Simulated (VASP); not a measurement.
Input of a VASP 6.6.1 run:

The input INCAR:

```
SYSTEM = TePb
PREC = Accurate ; ENCUT = 520
EDIFF = 1E-6 ; ISMEAR = 0
SIGMA = 0.05 ; LREAL = .FALSE.
LASPH = .TRUE. ; NELM = 80
ALGO = Normal ; ISIF = 2
LWAVE = .FALSE. ; LCHARG = .TRUE.
GGA = PE ; LELF = .TRUE.
LVHAR = .TRUE. ; NBANDS = 17
```

File KPOINTS:

```
Automatic mesh
0
G
  8 8 8
  0 0 0
```

File POSCAR:

```
TePb
1.0
    0.0000000000      2.8750748938      4.0653558998
    2.8750748938      0.0000000000      4.0653558998
    2.8750748938      2.8750748938      0.0000000000
Te Pb
1 1
Direct
    0.5000000000      0.5000000000      0.5000000000
    0.0000000000      0.0000000000      0.0000000000
```

Potentials or basis: VASP PAW PBE potentials, release 64 (Te, Pb_d).

Command:

```console
$ cat potpaw_PBE.64/Te/POTCAR potpaw_PBE.64/Pb_d/POTCAR > POTCAR
$ mpirun -np 1 vasp_std > vasp.out
```

Q: Predict the band gap on the k mesh.

A: Zero (bands 10 and 11 overlap by 0.83 eV).

Q: Estimate the pressure.

A: 13.4 GPa.

Stress tensor (GPa, compression positive):
```
21.51  0.00  0.00
 0.00 21.51  0.00
 0.00  0.00 -2.95
```

Caveat: the cell stands under pressure; spin-orbit coupling is left out, which moves the levels of the heavy elements.
